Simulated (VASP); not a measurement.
Input of a VASP 6.6.1 run:

File INCAR:

```
SYSTEM = HfO2
ALGO = Normal
EDIFF = 1E-6
ENCUT = 520
GGA = PS
ISIF = 2
ISMEAR = -1
LASPH = .TRUE.
LCHARG = .TRUE.
LELF = .TRUE.
LREAL = .FALSE.
LVHAR = .TRUE.
LWAVE = .FALSE.
NBANDS = 18
NELM = 60
PREC = Accurate
SIGMA = 0.02
```

KPOINTS

```
k-points
0
G
  7 7 7
  0 0 0
```

POSCAR

```
HfO2
1.0
    3.5557758947      0.0000000000      0.0000000000
   -1.7778879474      3.0793922550      0.0000000000
    0.0000000000      0.0000000000      2.6694404495
Hf O
1 2
Direct
    0.0000000000      0.0000000000      0.0000000000
    0.3333333333      0.6666666667      0.5000000000
    0.6666666667      0.3333333333      0.5000000000
```

Potentials or basis: VASP PAW PBE potentials, release 64 (Hf_pv, O).

Command:

```console
$ cat potpaw_PBE.64/Hf_pv/POTCAR potpaw_PBE.64/O/POTCAR > POTCAR
$ mpirun -np 1 vasp_std > vasp.out
```

(1) Predict the pressure.

(2) Predict the band gap on the k mesh.

Answers

(1) -3.0 GPa.

(2) zero (band 11 reaches 7.55 eV, above the bottom of band 12 at 5.76 eV).

Caveat: the PAW data sets were made with another functional, which shifts forces and pressure a little; spin-orbit coupling is left out, which moves the levels of the heavy elements.
